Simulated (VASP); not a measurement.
**S: single point with PBEsol**

S:

```
S
1.0
     0.00000    2.62168    2.62168
     2.62168    0.00000    2.62168
     2.62168    2.62168    0.00000
S
2
Cartesian
  0.0000 0.0000 0.0000
  1.3108 1.3108 1.3108
```

```json
{
 "Program": "VASP 6.6.1",
 "Task": "single point",
 "Functional": "PBEsol",
 "Potentials or basis": "VASP PAW PBE potentials, release 64 (S)",
 "Cutoff": "520 eV",
 "k mesh": "5 × 5 × 5",
 "Occupations": "methfessel-paxton, width 0.02 eV",
 "Spin": "no spin polarisation",
 "Dipole correction": "no",
 "Further INCAR settings": "ALGO = Normal; EDIFF = 1e-06; NBANDS = 13"
}
```

* Pressure: 20.1 GPa
* Band gap on the k mesh: zero (band 6 reaches 7.02 eV, above the bottom of band 7 at 5.34 eV)

Levels at points of the mesh, in eV from the Fermi level:
| k point | band 2 | band 3 | band 4 | band 5 | band 6 | band 7 | band 8 | band 9 | band 10 | band 11 |
| --- | --- | --- | --- | --- | --- | --- | --- | --- | --- | --- |
| (0.00, 0.00, 0.00) | -7.39 | -4.98 | -4.98 | -4.98 | -1.39 | -1.39 | -1.39 | 5.65 | 7.21 | 7.21 |

Wall time 4.4 s on 1 thread of Intel Xeon 6975P-C, with other jobs on the host, peak memory 0.14 GiB.

Caveat: the k points lie up to 0.42 Å⁻¹ apart; the PAW data sets were made with another functional, which shifts forces and pressure a little.
